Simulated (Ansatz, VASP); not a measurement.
This is a calculation of Tc for VASP 6.6.1.

INCAR

```
  PREC = Accurate
  ENCUT = 520
  EDIFF = 1E-6
  ISMEAR = 0
  SIGMA = 0.05
  LREAL = False
  LASPH = True
  NELM = 80
  ALGO = Normal
  ISIF = 2
  LWAVE = False
  LCHARG = False
  NBANDS = 12
```

The input KPOINTS:

```
Automatic mesh
0
Gamma
  12 12 12
```

Contents of POSCAR:

```
Tc
1.0
    0.0000000000      1.9500000000      1.9500000000
    1.9500000000      0.0000000000      1.9500000000
    1.9500000000      1.9500000000      0.0000000000
Tc
1
Direct
    0.0000000000      0.0000000000      0.0000000000
```

Potentials or basis: VASP PAW LDA potentials, release 64 (Tc_pv).

Command:

```bash
$ cat potpaw_LDA.64/Tc_pv/POTCAR > POTCAR
$ mpirun -np 1 vasp_std > vasp.out
```

**Question.** Set up the same calculation for Ansatz 0.2.0. Potentials there: all-electron LAPW, scalar-relativistic.

**Answer.** As run (the cutoff follows the program's own potentials):

Contents of input.yaml:

```yaml
crystal:
  lattice:
    - [0.0, 1.95, 1.95]
    - [1.95, 0.0, 1.95]
    - [1.95, 1.95, 0.0]
  atoms:
    - { symbol: Tc, position: [0.0, 0.0, 0.0] }
kpoints:
  mp_grid: { grid: [12, 12, 12] }
scf:
  occupations: { method: gaussian, width: 0.05 }
hamiltonian:
  xc: lda
  pseudopotentials: { kind: all_electron, lapw: { basis_error: 0.001 } }
output:
  forces: true
  stress: true
  eigenvalues: true
```

Potentials or basis: all-electron LAPW, scalar-relativistic.

Launch:

```bash
$ ansatz run input.yaml --threads 1 --pin off --max-ram 3072MiB --backend cpu --events-out ev --progress --plain --runs-dir out
```

Both were run:

|  | VASP | Ansatz | Ansatz less VASP |
| --- | --- | --- | --- |
| gap on the k mesh at the Fermi level (eV) | none | none | - |
| pressure (GPa) | -20.2 | -20.2 | -0.01 |

LDA's correlation is that of Perdew and Zunger in VASP and of Perdew and Wang (1992) in Ansatz. A gap of «none» marks a metal or a gap that the smearing closes. Ansatz ran all-electron here, and VASP with PAW potentials.
